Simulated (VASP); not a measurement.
# ZnO (zincite) (P6_3mc) in VASP: settings compared, part 2 of 2

VASP 6.6.1. The steps go on from the part before.

**3. Relaxation of cell and atoms, PBE0**

The input, POSCAR:

```
ZnO
1.0
    3.2493080000      0.0000000000      0.0000000000
   -1.6246540000      2.8139832727      0.0000000000
    0.0000000000      0.0000000000      5.2057090000
Zn O
2 2
Direct
    0.6666666667      0.3333333333      0.0000000000
    0.3333333333      0.6666666667      0.5000000000
    0.3333333333      0.6666666667      0.8790100000
    0.6666666667      0.3333333333      0.3790100000
```

The input, INCAR.step1:

```
SYSTEM = ZnO
PREC = Accurate ; ENCUT = 600
EDIFF = 1E-5 ; ISMEAR = -1
SIGMA = 0.05 ; LREAL = .FALSE.
LASPH = .TRUE. ; NELM = 100
ALGO = Normal ; LWAVE = .TRUE.
LCHARG = .FALSE. ; GGA = PE
NBANDS = 26
```

The input, INCAR.step2:

```
SYSTEM = ZnO
PREC = Accurate ; ENCUT = 600
EDIFF = 1E-7 ; ISMEAR = -1
SIGMA = 0.05 ; LREAL = .FALSE.
LASPH = .TRUE. ; NELM = 100
ALGO = Normal ; ISIF = 3
LWAVE = .FALSE. ; LCHARG = .FALSE.
GGA = PE ; LHFCALC = .TRUE.
AEXX = 0.25 ; PRECFOCK = Normal
IBRION = 2 ; NSW = 60
EDIFFG = -0.01 ; ISTART = 1
```

The input, KPOINTS:

```
regular mesh
0
G
  5 5 3
  0 0 0
```

Potentials or basis: VASP PAW PBE potentials, release 64 (Zn, O).

Run with:

```
$ cat potpaw_PBE.64/Zn/POTCAR potpaw_PBE.64/O/POTCAR > POTCAR
$ cp INCAR.step1 INCAR
$ mpirun -np 1 vasp_std > vasp.out
$ cp INCAR.step2 INCAR
$ mpirun -np 1 vasp_std > vasp.out
```

OUTCAR:

```text
SYSTEM = ZnO
   PREC = Accurate
   ENCUT = 600
   EDIFF = 1E-7
   ISMEAR = -1
   LREAL = .FALSE.
   LASPH = .TRUE.
   NELM = 100
   ISIF = 3
   GGA = PE
   LHFCALC = .TRUE.
   AEXX = 0.25
   PRECFOCK = Normal
   IBRION = 2
   NSW = 60
   EDIFFG = -0.01
   ISTART = 1

 ion  position               nearest neighbor table
   1  0.667  0.333  0.000-   4 1.97   3 1.98   3 1.98   3 1.98
   2  0.333  0.667  0.500-   3 1.97   4 1.98   4 1.98   4 1.98
   3  0.333  0.667  0.879-   2 1.97   1 1.98   1 1.98   1 1.98
   4  0.667  0.333  0.379-   1 1.97   2 1.98   2 1.98   2 1.98

  LATTYP: Found a hexagonal cell.
 ALAT       =     3.2493080000
 C/A-ratio  =     1.6020977390

  Lattice vectors:

 A1 = (   3.2493080000,   0.0000000000,   0.0000000000)
 A2 = (  -1.6246540000,   2.8139832727,   0.0000000000)
 A3 = (   0.0000000000,   0.0000000000,   5.2057090000)

Analysis of symmetry for initial positions (statically):
=====================================================================
 Subroutine PRICEL returns:
 Original cell was already a primitive cell.

 Routine SETGRP: Setting up the symmetry group for a
 hexagonal supercell.

 Subroutine GETGRP returns: Found 12 space group operations
 (whereof  6 operations were pure point group operations)
 out of a pool of 24 trial point group operations.

The static configuration has the point symmetry C_3v.
 The point group associated with its full space group is C_6v.

Analysis of symmetry for dynamics (positions and initial velocities):
=====================================================================
 Subroutine PRICEL returns:
 Original cell was already a primitive cell.

 Routine SETGRP: Setting up the symmetry group for a
 hexagonal supercell.

 Subroutine GETGRP returns: Found 12 space group operations
 (whereof  6 operations were pure point group operations)
 out of a pool of 24 trial point group operations.

The dynamic configuration has the point symmetry C_3v.
 The point group associated with its full space group is C_6v.

 Subroutine INISYM returns: Found 12 space group operations
 (whereof  6 operations are pure point group operations),
 and found     1 'primitive' translations

----------------------------------------------------------------------------------------

                                     Primitive cell

  volume of cell :      47.5984

  direct lattice vectors                    reciprocal lattice vectors
     3.249308000  0.000000000  0.000000000     0.307757836  0.177684070  0.000000000
    -1.624654000  2.813983273  0.000000000     0.000000000  0.355368139  0.000000000
     0.000000000  0.000000000  5.205709000     0.000000000  0.000000000  0.192096792

  length of vectors
     3.249308000  3.249308000  5.205709000     0.355368139  0.355368139  0.192096792

  position of ions in fractional coordinates (direct lattice)
     0.666666667  0.333333333  0.000000000
     0.333333333  0.666666667  0.500000000
     0.333333333  0.666666667  0.879010000
     0.666666667  0.333333333  0.379010000

  ion indices of the primitive-cell ions
   primitive index   ion index
                 1           1
                 2           2
                 3           3
[... 21 lines left out ...]
     0.000000000  0.000000000  0.000000000

 Subroutine IBZKPT returns following result:
 ===========================================

 Found     10 irreducible k-points:

 Following reciprocal coordinates:
            Coordinates               Weight
  0.000000  0.000000  0.000000      1.000000
  0.200000 -0.000000  0.000000      6.000000
  0.400000 -0.000000  0.000000      6.000000
  0.200000  0.200000  0.000000      6.000000
  0.400000  0.200000  0.000000      6.000000
  0.000000  0.000000  0.333333      2.000000
  0.200000 -0.000000  0.333333     12.000000
  0.400000 -0.000000  0.333333     12.000000
  0.200000  0.200000  0.333333     12.000000
  0.400000  0.200000  0.333333     12.000000
   k-points           NKPTS =     10   k-points in BZ     NKDIM =     75   number of bands    NBANDS=     22
   number of dos      NEDOS =    301   number of ions     NIONS =      4
   total plane-waves  NPLWV =  32928
   dimension x,y,z NGX =    28 NGY =   28 NGZ =   42
   dimension x,y,z NGXF=    56 NGYF=   56 NGZF=   84
   ions per type =               2   2
   NGX,Y,Z   is equivalent  to a cutoff of  14.33, 14.33, 13.41 a.u.
   NGXF,Y,Z  is equivalent  to a cutoff of  28.65, 28.65, 26.83 a.u.
 SYSTEM =  ZnO
   PREC   = accura    normal or accurate (medium, high low for compatibility)
   ISTART =      1    job   : 0-new  1-cont  2-samecut
   ICHARG =      0    charge: 1-file 2-atom 10-const
   ISPIN  =      1    spin polarized calculation?
   LNONCOLLINEAR =      F non collinear calculations
   LSORBIT =      F    spin-orbit coupling
   LASPH  =      T    aspherical Exc in radial PAW
   ENCUT  =  600.0 eV  44.10 Ry    6.64 a.u.   6.49  6.49 10.40*2*pi/ulx,y,z
   NELM   =    100;   NELMIN=  2; NELMDL=  0     # of ELM steps
   EDIFF  = 0.1E-06   stopping-criterion for ELM
   LREAL  =      F    real-space projection
   EDIFFG = -.1E-01   stopping-criterion for IOM
   NSW    =     60    number of steps for IOM
   IBRION =      2    ionic relax: 0-MD 1-quasi-New 2-CG
   NFREE  =      1    steps in history (QN), initial steepest desc. (CG)
   ISIF   =      3    stress and relaxation
   ISYM   =      3    0-nonsym 1-usesym 2-fastsym
   POTIM  = 0.5000    time-step for ionic-motion
   TEBEG  =    0.0;   TEEND  =   0.0 temperature during run
   PSTRESS=    0.0 pullay stress
   NELECT =      36.0000    total number of electrons
   NUPDOWN=      -1.0000    fix difference up-down
   EMIN   =  10.00;   EMAX   =-10.00  energy-range for DOS
   EFERMI =   0.00;   METHOD = LEGACY
   ISMEAR =    -1;   SIGMA  =   0.05  broadening in eV -4-tet -1-fermi 0-gaus
   EFERMI_NEDOS =   21; number of points for ismear=-14 and -15
   IALGO  =     38    algorithm
   IMIX   =      1    mixing-type and parameters
     AMIX     =   0.40;   BMIX     =  1.00
     AMIX_MAG =   1.60;   BMIX_MAG =  1.00
  volume/ion in A,a.u.               =      11.90        80.30
  Fermi-wavevector in a.u.,A,eV,Ry     =   1.491574  2.818667 30.270160  2.224794
  Thomas-Fermi vector in A             =   2.604212
   LORBIT       =      0    0 simple, 1 ext, 2 COOP (PROOUT), +10 PAW based schemes
   GGA     = PE    functional components
   LHFCALC =     T    Hartree Fock is set to
   PRECFOCK=normal    Normal, Fast or Accurate (Low or Medium for compatibility)
   ENCUT4O =  -1.0   cutoff for four orbital integrals eV
   NKREDX  =     1    reduce k-point grid by
   NKREDY  =     1    reduce k-point grid by
   NKREDZ  =     1    reduce k-point grid by
   AEXX    =    0.2500 exact exchange contribution
   HFSCREEN=    0.0000 screening length (either q_TF or 0.3 A-1)
   HFSCREENC=   0.0000 screening length for correlation (either q_TF or 0.3 A-1)
   ENCUTFOCK=  -1.0 apply spherical cutoff to Coloumb kernel
   IVDW    =     0    specifies the selected vdW correction
   LEPSILON=     F    determine dielectric tensor
   LRPA    =     F    only Hartree local field effects (RPA)
 conjugate gradient relaxation of ions
 non-spin polarized calculation
  energy-cutoff  :      600.00
  volume of cell :       47.60
 maximum number of plane-waves:      1605
 NGX is ok and might be reduce to    28
  NGX = 20; NGY = 20; NGZ = 32

--------------------------------------- Ionic step        1  -------------------------------------------

 number of electron      36.0000008 magnetization

 Free energy of the ion-electron system (eV)
  ---------------------------------------------------
  ext. energy  EPLUGINS =         0.00000000
  ---------------------------------------------------
  free energy    TOTEN  =       -23.89569927 eV

  energy without entropy =      -23.89569927  energy(sigma->0) =      -23.89569927

------------------------ aborting loop because EDIFF is reached ----------------------------------------

  FORCE on cell =-STRESS in cart. coord.  units (eV):
  Direction    XX          YY          ZZ          XY          YZ          ZX
  --------------------------------------------------------------------------------------
  -------------------------------------------------------------------------------------
  Total        0.2240741      0.2240741      0.6442308      0.0000000      0.0000000      0.0000000
  in kB        7.5424066      7.5424066     21.6850196      0.0000000      0.0000000      0.0000000
  external PRESSURE =      12.2566109 kB  Pullay stress =       0.0000000 kB
[... 139 lines left out ...]
--------------------------------------- Ionic step        5  -------------------------------------------

 number of electron      36.0000011 magnetization

 Free energy of the ion-electron system (eV)
  ---------------------------------------------------
  ext. energy  EPLUGINS =         0.00000000
  ---------------------------------------------------
  free energy    TOTEN  =       -23.89819806 eV

  energy without entropy =      -23.89819806  energy(sigma->0) =      -23.89819806

 E-fermi :   0.5786     XC(G=0):  -8.5004

 val. band max:       -0.5285687150   @ k =   0.0000   0.0000   0.0000
 cond. band min:       2.6563616407   @ k =   0.0000   0.0000   0.0000
 fundamental gap:      3.1849303557
 Fermi energy:         0.5786213973

 k-point     1 :       0.0000    0.0000    0.0000
  band No.  band energies     occupation
      1     -19.9761      2.00000
      2     -19.2384      2.00000
      3      -7.1576      2.00000
      4      -7.1576      2.00000
      5      -7.1120      2.00000
      6      -6.9684      2.00000
[... 270 lines left out ...]
  FREE ENERGIE OF THE ION-ELECTRON SYSTEM (eV)
  ---------------------------------------------------
  free  energy   TOTEN  =       -23.8981980632 eV

  energy  without entropy=      -23.8981980632  energy(sigma->0) =      -23.89819806

 reached required accuracy - stopping structural energy minimisation
```

Wall time 1.7 h (1 thread of AMD EPYC 9R45 (Zen 5), shared host); peak memory 0.17 GiB.

What came out:

```
Free energy                            : -23.8982 eV
Relaxed volume                         : 12.00 Å³/atom
Relaxed cell                           : a = 3.254 Å, b = 3.254 Å, c = 5.234 Å, α = 90.00°, β = 90.00°, γ = 120.00°
Space group after relaxing (to 0.05 Å) : P6_3mc (No. 186)
Energy gained by relaxing              : 0.6 meV/atom
Ionic steps                            : 5
Pressure after relaxing                : 0.0 GPa
Band gap on the k mesh                 : 3.19 eV, direct
```

The path:
```csv
step,energy change (eV),largest force (eV/Å),pressure (GPa),volume (Å³)
1,0.0000,0.0820,1.23,47.60
2,-0.0019,0.0204,-0.71,48.23
3,-0.0025,0.0111,-0.06,48.02
4,-0.0025,0.0099,-0.10,48.03
5,-0.0025,0.0014,0.02,47.99
```

Final structure:
```yaml
crystal:
  lattice:
    - [3.25404, 0.00000, 0.00000]
    - [-1.62702, 2.81808, 0.00000]
    - [0.00000, 0.00000, 5.23359]
  atoms:
    - { symbol: Zn, position: [0.66667, 0.33333, 0.99937] }
    - { symbol: Zn, position: [0.33333, 0.66667, 0.49937] }
    - { symbol: O, position: [0.33333, 0.66667, 0.87964] }
    - { symbol: O, position: [0.66667, 0.33333, 0.37964] }
```

Levels at points of the mesh, in eV from the valence-band top:
```tsv
k point	band 15	band 16	band 17	band 18	band 19	band 20	band 21	band 22
(0.00, 0.00, 0.00)	-0.84	-0.07	0.00	0.00	3.19	7.92	11.03	15.73
```

Caveat: the k points lie up to 0.45 Å⁻¹ apart in the final cell; the PAW data sets were made with another functional, which shifts forces and pressure a little.
